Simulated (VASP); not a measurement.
# Mg3BeS (P-31m) in VASP: a series of runs

The runs below take Mg3BeS through single point, relaxation of cell and atoms, with PBE.

Program: VASP 6.6.1. These are calculated values, not measurements. Logs are shortened: lines on timing, memory, paths and dates and some standing lists are left out, and cuts for length are marked.

## (1) The cell of the first run

Symmetry: P-31m, No. 162, trigonal system. Conventional cell: a = 5.838 Å, b = 5.838 Å, c = 6.285 Å, α = 90.00°, β = 90.00°, γ = 120.00°. Within 2.8 Å of Mg (site symmetry m) lie 1 Be at 2.13 Å and 2 S at 2.41 Å. Be (site symmetry 3m) has 1 Be at 1.93 Å and 3 Mg at 2.13 Å within 2.6 Å. Within 3.2 Å of S (site symmetry 32) lie 6 Mg at 2.41 Å.

The cell was generated, and may not be a known phase.

## (2) Single point, PBE

Contents of INCAR:

```
SYSTEM = Mg3BeS
PREC     = Accurate       ! precision mode
ENCUT    = 520            ! plane-wave cutoff, eV
EDIFF    = 1E-6           ! SCF threshold, eV
ISMEAR   = 0              ! smearing method
SIGMA    = 0.1            ! smearing width, eV
LREAL    = .FALSE.        ! projectors in reciprocal space
LASPH    = .TRUE.         ! aspherical terms in the spheres
NELM     = 80             ! most SCF steps
ALGO     = Normal         ! electronic algorithm
ISIF     = 2              ! what is computed and relaxed
LWAVE    = .FALSE.        ! write WAVECAR
LCHARG   = .FALSE.        ! write CHGCAR
GGA      = PE             ! functional
NBANDS   = 25             ! bands
```

Contents of KPOINTS:

```
regular mesh
0
G
  3 3 4
  0 0 0
```

Contents of POSCAR:

```
Mg3BeS
1.0
    5.8378089600      0.0000000000      0.0000000000
   -2.9189044800      5.0556908600      0.0000000000
    0.0000000000      0.0000000000      6.2851764600
Mg Be S
6 2 2
Direct
    0.0000000000      0.6464536800      0.7387517100
    0.3535463200      0.3535463200      0.7387517100
    0.6464536800      0.0000000000      0.7387517100
    0.6464536800      0.6464536800      0.2612482900
    0.0000000000      0.3535463200      0.2612482900
    0.3535463200      0.0000000000      0.2612482900
    0.0000000000      0.0000000000      0.3462014200
    0.0000000000      0.0000000000      0.6537985800
    0.6666666700      0.3333333300      0.5000000000
    0.3333333300      0.6666666700      0.5000000000
```

Potentials or basis: VASP PAW PBE potentials, release 64 (Mg, Be, S).

Started as:

```bash
$ cat potpaw_PBE.64/Mg/POTCAR potpaw_PBE.64/Be/POTCAR potpaw_PBE.64/S/POTCAR > POTCAR
$ mpirun -np 1 vasp_std > vasp.out
```

OUTCAR:

```text
SYSTEM = Mg3BeS
   PREC = Accurate
   ENCUT = 520
   EDIFF = 1E-6
   ISMEAR = 0
   LREAL = .FALSE.
   LASPH = .TRUE.
   NELM = 80
   ISIF = 2
   GGA = PE

 ion  position               nearest neighbor table
   1  0.000  0.646  0.739-   8 2.13  10 2.41   9 2.41   3 3.27   3 3.27   2 3.27   2 3.27   5 3.45
                             2 3.57   3 3.57   6 3.64   4 3.64
   2  0.354  0.354  0.739-   8 2.13  10 2.41   9 2.41   3 3.27   3 3.27   1 3.27   1 3.27   4 3.45
                             1 3.57   3 3.57   6 3.64   5 3.64
   3  0.646  0.000  0.739-   8 2.13   9 2.41  10 2.41   1 3.27   2 3.27   2 3.27   1 3.27   6 3.45
                             1 3.57   2 3.57   4 3.64   5 3.64
   4  0.646  0.646  0.261-   7 2.13   9 2.41  10 2.41   6 3.27   6 3.27   5 3.27   5 3.27   2 3.45
                             5 3.57   6 3.57   3 3.64   1 3.64
   5  0.000  0.354  0.261-   7 2.13   9 2.41  10 2.41   6 3.27   6 3.27   4 3.27   4 3.27   1 3.45
                             4 3.57   6 3.57   3 3.64   2 3.64
   6  0.354  0.000  0.261-   7 2.13  10 2.41   9 2.41   4 3.27   5 3.27   4 3.27   5 3.27   3 3.45
                             5 3.57   4 3.57   1 3.64   2 3.64
   7  0.000  0.000  0.346-   8 1.93   5 2.13   4 2.13   6 2.13
   8  0.000  0.000  0.654-   7 1.93   2 2.13   1 2.13   3 2.13
   9  0.667  0.333  0.500-   3 2.41   5 2.41   6 2.41   1 2.41   4 2.41   2 2.41
  10  0.333  0.667  0.500-   6 2.41   1 2.41   3 2.41   5 2.41   2 2.41   4 2.41

  LATTYP: Found a hexagonal cell.
 ALAT       =     5.8378089600
 C/A-ratio  =     1.0766327749

  Lattice vectors:

 A1 = (   5.8378089600,   0.0000000000,   0.0000000000)
 A2 = (  -2.9189044800,   5.0556908600,   0.0000000000)
 A3 = (   0.0000000000,   0.0000000000,   6.2851764600)

Analysis of symmetry for initial positions (statically):
=====================================================================
 Subroutine PRICEL returns:
 Original cell was already a primitive cell.

 Routine SETGRP: Setting up the symmetry group for a
 hexagonal supercell.

 Subroutine GETGRP returns: Found 12 space group operations
 (whereof 12 operations were pure point group operations)
 out of a pool of 24 trial point group operations.

The static configuration has the point symmetry D_3d.

Analysis of symmetry for dynamics (positions and initial velocities):
=====================================================================
 Subroutine PRICEL returns:
 Original cell was already a primitive cell.

 Routine SETGRP: Setting up the symmetry group for a
 hexagonal supercell.

 Subroutine GETGRP returns: Found 12 space group operations
 (whereof 12 operations were pure point group operations)
 out of a pool of 24 trial point group operations.

The dynamic configuration has the point symmetry D_3d.

 Subroutine INISYM returns: Found 12 space group operations
 (whereof 12 operations are pure point group operations),
 and found     1 'primitive' translations

----------------------------------------------------------------------------------------

                                     Primitive cell

  volume of cell :     185.5017

  direct lattice vectors                    reciprocal lattice vectors
     5.837808960  0.000000000  0.000000000     0.171297144  0.098898452  0.000000000
    -2.918904480  5.055690860  0.000000000     0.000000000  0.197796904  0.000000000
     0.000000000  0.000000000  6.285176460     0.000000000  0.000000000  0.159104523

  length of vectors
     5.837808960  5.837808958  6.285176460     0.197796904  0.197796904  0.159104523

  position of ions in fractional coordinates (direct lattice)
     0.000000000  0.646453680  0.738751710
     0.353546320  0.353546320  0.738751710
     0.646453680  0.000000000  0.738751710
     0.646453680  0.646453680  0.261248290
     0.000000000  0.353546320  0.261248290
     0.353546320  0.000000000  0.261248290
     0.000000000  0.000000000  0.346201420
     0.000000000  0.000000000  0.653798580
     0.666666670  0.333333330  0.500000000
     0.333333330  0.666666670  0.500000000

  ion indices of the primitive-cell ions
   primitive index   ion index
                 1           1
                 2           2
                 3           3
                 4           4
                 5           5
                 6           6
                 7           7
                 8           8
                 9           9
                10          10

----------------------------------------------------------------------------------------

 KPOINTS: regular mesh

Automatic generation of k-mesh.
 Grid dimensions read from file:
 generate k-points for:    3    3    4

 Generating k-lattice:

  Cartesian coordinates                     Fractional coordinates (reciprocal lattice)
     0.057099048  0.032966151  0.000000000     0.333333333  0.000000000  0.000000000
     0.000000000  0.065932301  0.000000000     0.000000000  0.333333333  0.000000000
     0.000000000  0.000000000  0.039776131     0.000000000  0.000000000  0.250000000

  Length of vectors
     0.065932301  0.065932301  0.039776131

  Shift w.r.t. Gamma in fractional coordinates (k-lattice)
     0.000000000  0.000000000  0.000000000

 Subroutine IBZKPT returns following result:
 ===========================================

 Found     10 irreducible k-points:

 Following reciprocal coordinates:
            Coordinates               Weight
  0.000000  0.000000  0.000000      1.000000
  0.333333  0.000000  0.000000      6.000000
  0.333333  0.333333  0.000000      2.000000
  0.000000  0.000000  0.250000      2.000000
  0.333333  0.000000  0.250000     12.000000
  0.333333  0.333333  0.250000      2.000000
 -0.333333 -0.333333  0.250000      2.000000
  0.000000  0.000000  0.500000      1.000000
  0.333333  0.000000  0.500000      6.000000
  0.333333  0.333333  0.500000      2.000000
   k-points           NKPTS =     10   k-points in BZ     NKDIM =     10   number of bands    NBANDS=     25
   number of dos      NEDOS =    301   number of ions     NIONS =     10
   total plane-waves  NPLWV = 110592
   dimension x,y,z NGX =    48 NGY =   48 NGZ =   48
   dimension x,y,z NGXF=    96 NGYF=   96 NGZF=   96
   ions per type =               6   2   2
   NGX,Y,Z   is equivalent  to a cutoff of  13.67, 13.67, 12.70 a.u.
   NGXF,Y,Z  is equivalent  to a cutoff of  27.34, 27.34, 25.39 a.u.
 SYSTEM =  Mg3BeS
   PREC   = accura    normal or accurate (medium, high low for compatibility)
   ISTART =      0    job   : 0-new  1-cont  2-samecut
   ICHARG =      2    charge: 1-file 2-atom 10-const
   ISPIN  =      1    spin polarized calculation?
   LNONCOLLINEAR =      F non collinear calculations
   LSORBIT =      F    spin-orbit coupling
   LASPH  =      T    aspherical Exc in radial PAW
   ENCUT  =  520.0 eV  38.22 Ry    6.18 a.u.  10.85 10.85 11.69*2*pi/ulx,y,z
   NELM   =     80;   NELMIN=  2; NELMDL= -5     # of ELM steps
   EDIFF  = 0.1E-05   stopping-criterion for ELM
   LREAL  =      F    real-space projection
   EDIFFG = 0.1E-04   stopping-criterion for IOM
   NSW    =      0    number of steps for IOM
   IBRION =     -1    ionic relax: 0-MD 1-quasi-New 2-CG
   NFREE  =      0    steps in history (QN), initial steepest desc. (CG)
   ISIF   =      2    stress and relaxation
   ISYM   =      2    0-nonsym 1-usesym 2-fastsym
   POTIM  = 0.5000    time-step for ionic-motion
   TEBEG  =    0.0;   TEEND  =   0.0 temperature during run
   PSTRESS=    0.0 pullay stress
   NELECT =      28.0000    total number of electrons
   NUPDOWN=      -1.0000    fix difference up-down
   EMIN   =  10.00;   EMAX   =-10.00  energy-range for DOS
   EFERMI =   0.00;   METHOD = LEGACY
   ISMEAR =     0;   SIGMA  =   0.10  broadening in eV -4-tet -1-fermi 0-gaus
   EFERMI_NEDOS =   21; number of points for ismear=-14 and -15
   IALGO  =     38    algorithm
   IMIX   =      4    mixing-type and parameters
     AMIX     =   0.40;   BMIX     =  1.00
     AMIX_MAG =   1.60;   BMIX_MAG =  1.00
  volume/ion in A,a.u.               =      18.55       125.18
  Fermi-wavevector in a.u.,A,eV,Ry     =   0.871656  1.647190 10.337480  0.759783
  Thomas-Fermi vector in A             =   1.990794
   LORBIT       =      0    0 simple, 1 ext, 2 COOP (PROOUT), +10 PAW based schemes
   GGA     = PE    functional components
   LHFCALC =     F    Hartree Fock is set to
   AEXX    =    0.0000 exact exchange contribution
   IVDW    =     0    specifies the selected vdW correction
   LEPSILON=     F    determine dielectric tensor
   LRPA    =     F    only Hartree local field effects (RPA)
 non-spin polarized calculation
 Gauss-broadening in eV      SIGMA  =   0.10
  energy-cutoff  :      520.00
  volume of cell :      185.50
 maximum number of plane-waves:      5019
 NGX is ok and might be reduce to    48
   NGX = 21   NGY = 21   NGZ = 23

 number of electron      28.0000002 magnetization

 Free energy of the ion-electron system (eV)
  ---------------------------------------------------
  ext. energy  EPLUGINS =         0.00000000
  ---------------------------------------------------
  free energy    TOTEN  =       -20.60763139 eV

  energy without entropy =      -20.58270633  energy(sigma->0) =      -20.59516886

 E-fermi :   3.6800     XC(G=0):  -8.9185

 val. band max:        3.6304277413   @ k =   0.3333   0.0000   0.2500
 cond. band min:       3.7941265543   @ k =  -0.3333  -0.3333   0.2500
 fundamental gap:      0.1636988130
 Fermi energy:         3.6799711754

 k-point     1 :       0.0000    0.0000    0.0000
  band No.  band energies     occupation
      1     -10.9198      2.00000
      2      -9.7224      2.00000
      3      -2.6796      2.00000
      4      -2.1176      2.00000
      5      -2.1176      2.00000
      6      -1.6413      2.00000
[... 17 lines left out ...]
     24       8.0936      0.00000
     25       9.1588      0.00000

 k-point     2 :       0.3333    0.0000    0.0000
  band No.  band energies     occupation
      1     -10.6937      2.00000
      2     -10.0114      2.00000
      3      -2.8128      2.00000
      4      -2.5664      2.00000
      5      -2.3321      2.00000
      6      -1.3995      2.00000
[... 17 lines left out ...]
     24       8.5438      0.00000
     25       9.3358      0.00000

 k-point     3 :       0.3333    0.3333    0.0000
  band No.  band energies     occupation
      1     -10.3669      2.00000
      2     -10.3669      2.00000
      3      -3.4787      2.00000
      4      -1.8605      2.00000
      5      -1.8605      2.00000
      6      -1.3794      2.00000
[... 160 lines left out ...]
 k-point     9 :       0.3333    0.0000    0.5000
  band No.  band energies     occupation
      1     -10.6858      2.00000
      2     -10.0073      2.00000
      3      -2.7588      2.00000
      4      -2.6870      2.00000
      5      -2.5258      2.00000
      6      -1.6090      2.00000
[... 17 lines left out ...]
     24       8.3571      0.00000
     25       8.7049      0.00000

 k-point    10 :       0.3333    0.3333    0.5000
  band No.  band energies     occupation
      1     -10.3611      2.00000
      2     -10.3611      2.00000
      3      -3.3859      2.00000
      4      -2.1558      2.00000
      5      -2.1558      2.00000
      6      -1.3029      2.00000
[... 17 lines left out ...]
     24       8.4954      0.00000
     25       8.9518      0.00000

------------------------ aborting loop because EDIFF is reached ----------------------------------------

  FORCE on cell =-STRESS in cart. coord.  units (eV):
  Direction    XX          YY          ZZ          XY          YZ          ZX
  --------------------------------------------------------------------------------------
  -------------------------------------------------------------------------------------
  Total       24.6978169     24.6978168      0.8930874      0.0000000      0.0000000      0.0000000
  in kB      213.3149453    213.3149451      7.7135919      0.0000000      0.0000000      0.0000000
  external PRESSURE =     144.7811608 kB  Pullay stress =       0.0000000 kB

 VOLUME and BASIS-vectors are now :
 -----------------------------------------------------------------------------
  energy-cutoff  :      520.00
  volume of cell :      185.50
      direct lattice vectors                 reciprocal lattice vectors
     5.837808960  0.000000000  0.000000000     0.171297144  0.098898452  0.000000000
    -2.918904480  5.055690860  0.000000000     0.000000000  0.197796904  0.000000000
     0.000000000  0.000000000  6.285176460     0.000000000  0.000000000  0.159104523

 POSITION                                       TOTAL-FORCE (eV/Angst)
 -----------------------------------------------------------------------------------
     -1.88694      3.26827      4.64318         0.623963     -1.080735      1.300321
      1.03197      1.78742      4.64318         0.623963      1.080735      1.300321
      3.77387      0.00000      4.64318        -1.247926     -0.000000      1.300321
      1.88694      3.26827      1.64199        -0.623963     -1.080735     -1.300321
     -1.03197      1.78742      1.64199        -0.623963      1.080735     -1.300321
      2.06394      0.00000      1.64199         1.247926     -0.000000     -1.300321
      0.00000      0.00000      2.17594         0.000000     -0.000000      0.956761
      0.00000      0.00000      4.10924         0.000000     -0.000000     -0.956761
      2.91890      1.68523      3.14259         0.000000     -0.000000      0.000000
     -0.00000      3.37046      3.14259         0.000000     -0.000000      0.000000
 -----------------------------------------------------------------------------------
    total drift:                               -0.000000     -0.000000      0.000000

  FREE ENERGIE OF THE ION-ELECTRON SYSTEM (eV)
  ---------------------------------------------------
  free  energy   TOTEN  =       -20.6076313891 eV

  energy  without entropy=      -20.5827063336  energy(sigma->0) =      -20.59516886
```

Wall time 1.9 min (1 thread of Intel Xeon 8259CL, shared host); peak memory 0.34 GiB.

Results:

| Quantity | Value |
| --- | --- |
| Free energy | -20.6076 eV |
| Pressure | 14.5 GPa |
| Largest force | 1.802 eV/Å |
| Band gap on the k mesh | zero (bands 14 and 15 overlap by 0.72 eV) |

Forces in eV/Å, atoms in the order of the input:
```
Mg   0.624 -1.081  1.300
Mg   0.624  1.081  1.300
Mg  -1.248  0.000  1.300
Mg  -0.624 -1.081 -1.300
Mg  -0.624  1.081 -1.300
Mg   1.248  0.000 -1.300
Be   0.000  0.000  0.957
Be   0.000  0.000 -0.957
S    0.000  0.000  0.000
S    0.000  0.000  0.000
```

Levels at points of the mesh, in eV from the Fermi level:
| k point | band 11 | band 12 | band 13 | band 14 | band 15 | band 16 |
| --- | --- | --- | --- | --- | --- | --- |
| (0.00, 0.00, 0.00) | -1.54 | -0.13 | -0.13 | 0.67 | 0.91 | 0.91 |
| (0.00, 0.00, 0.50) | -0.47 | -0.13 | -0.07 | -0.07 | 0.13 | 0.13 |

Caveat: the k points lie up to 0.41 Å⁻¹ apart, too coarse for converged energies and pressures of a metal; semilocal functionals underestimate gaps, and a narrow one can read as zero; forces of over 1 eV/Å act on the atoms, so gaps and moduli don't describe the material at rest.

## (3) Single point, PBE

This run uses another cell than the first one, of 19.42 Å³/atom.

Contents of INCAR:

```
SYSTEM = Mg3BeS
PREC     = Accurate       ! precision mode
ENCUT    = 520            ! plane-wave cutoff, eV
EDIFF    = 1E-6           ! SCF threshold, eV
ISMEAR   = 0              ! smearing method
SIGMA    = 0.1            ! smearing width, eV
LREAL    = .False.        ! projectors in reciprocal space
LASPH    = .True.         ! aspherical terms in the spheres
NELM     = 80             ! most SCF steps
ALGO     = Normal         ! electronic algorithm
ISIF     = 2              ! what is computed and relaxed
LWAVE    = .False.        ! write WAVECAR
LCHARG   = .False.        ! write CHGCAR
GGA      = PE             ! functional
NBANDS   = 25             ! bands
```

Contents of KPOINTS:

```
Automatic mesh
0
Gamma
  3 3 4
  0 0 0
```

Contents of POSCAR:

```
Mg3BeS
1.0
    7.2654054906      0.0000000000      0.0000000000
   -3.6327027453      6.2920257237      0.0000000000
    0.0000000000      0.0000000000      4.2485078472
Mg Be S
6 2 2
Direct
    0.0000000000      0.6618247372      0.7547519425
    0.3381752628      0.3381752628      0.7547519425
    0.6618247372      0.0000000000      0.7547519425
    0.6618247372      0.6618247372      0.2452480575
    0.0000000000      0.3381752628      0.2452480575
    0.3381752628      0.0000000000      0.2452480575
    0.0000000000      0.0000000000      0.2566776610
    0.0000000000      0.0000000000      0.7433223390
    0.6666666667      0.3333333333      0.5000000000
    0.3333333333      0.6666666667      0.5000000000
```

Potentials or basis: VASP PAW PBE potentials, release 64 (Mg, Be, S).

Started as:

```bash
$ cat potpaw_PBE.64/Mg/POTCAR potpaw_PBE.64/Be/POTCAR potpaw_PBE.64/S/POTCAR > POTCAR
$ mpirun -np 1 vasp_std > vasp.out
```

Run time: 1.7 min. Hardware: 1 thread of Intel Xeon 8259CL, shared host; peak memory 0.3 GiB.

The run converged. Its results:

```yaml
Free_energy: -26.1003 eV
Pressure: -0.1 GPa
Largest_force: 0.005 eV/Å
Band_gap_on_the_k_mesh: zero (bands 14 and 15 overlap by 1.75 eV)
```

Forces in eV/Å, atoms in the order of the input:
```
Mg   0.002 -0.004 -0.002
Mg   0.002  0.004 -0.002
Mg  -0.005  0.000 -0.002
Mg  -0.002 -0.004  0.002
Mg  -0.002  0.004  0.002
Mg   0.005  0.000  0.002
Be   0.000  0.000 -0.005
Be   0.000  0.000  0.005
S    0.000  0.000  0.000
S    0.000  0.000  0.000
```

Levels at points of the mesh, in eV from the Fermi level:
| k point | band 12 | band 13 | band 14 | band 15 | band 16 | band 17 |
| --- | --- | --- | --- | --- | --- | --- |
| (0.00, 0.00, 0.00) | -1.73 | -1.02 | 0.87 | 0.87 | 1.75 | 2.23 |
| (0.00, 0.00, 0.50) | -1.84 | -1.11 | -1.11 | -0.88 | -0.88 | 1.28 |

Caveat: the k points lie up to 0.37 Å⁻¹ apart, too coarse for converged energies and pressures of a metal.

[end of part 1 of 2]

The gap in the log of VASP goes by the Fermi energy; the results here count the filled bands.